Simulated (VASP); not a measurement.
Input of a VASP 6.6.1 run:

The input INCAR:

```
PREC     = Accurate       # precision mode
ENCUT    = 520            # plane-wave cutoff, eV
EDIFF    = 1E-6           # SCF threshold, eV
ISMEAR   = 0              # smearing method
SIGMA    = 0.05           # smearing width, eV
LREAL    = False          # projectors in reciprocal space
LASPH    = True           # aspherical terms in the spheres
NELM     = 60             # most SCF steps
ALGO     = Normal         # electronic algorithm
ISIF     = 2              # what is computed and relaxed
LWAVE    = False          # write WAVECAR
LCHARG   = True           # write CHGCAR
LDIPOL   = True         
IDIPOL   = 3            
DIPOL    = 0.5 0.5 0.389
GGA      = PE             # functional
IVDW     = 12             # dispersion correction
LELF     = True           # ELF
LVHAR    = True         
LVACPOTAV= True         
NBANDS   = 35             # bands
```

File KPOINTS:

```
regular mesh
0
Gamma
  9 9 1
```

File POSCAR:

```
WS2
1.0
    3.1595457497      0.0000000000      0.0000000000
   -1.5797728749      2.7362468836      0.0000000000
    0.0000000000      0.0000000000     23.8042575719
S W
4 2
Direct
    0.3333333333      0.6666666667      0.1890418126
    0.3333333333      0.6666666667      0.3214605103
    0.8333333333      0.6666666667      0.4563103366
    0.8333333333      0.6666666667      0.5887290343
    0.6666666667      0.3333333333      0.2552511581
    0.5000000000      1.0000000000      0.5225196821
```

Potentials or basis: VASP PAW PBE potentials, release 64 (S, W_sv).

The run is started by

```sh
$ cat potpaw_PBE.64/S/POTCAR potpaw_PBE.64/W_sv/POTCAR > POTCAR
$ mpirun -np 1 vasp_std > vasp.out
```

Problem. Estimate the dispersion energy per atom.

Solution. -0.360 eV.

Problem. Predict the band gap on the k mesh.

Solution. 1.63 eV, indirect (least direct gap 1.90 eV).

Problem. What does it give for the largest force?

Solution. 0.050 eV/Å.

Forces on the atoms (eV/Å):
```
S    0.000 -0.003  0.005
S    0.000  0.006  0.003
S    0.000 -0.006 -0.003
S    0.000  0.003 -0.005
W    0.000  0.011  0.049
W    0.000 -0.011 -0.049
```

Caveat: spin-orbit coupling is left out, which moves the levels of the heavy elements.
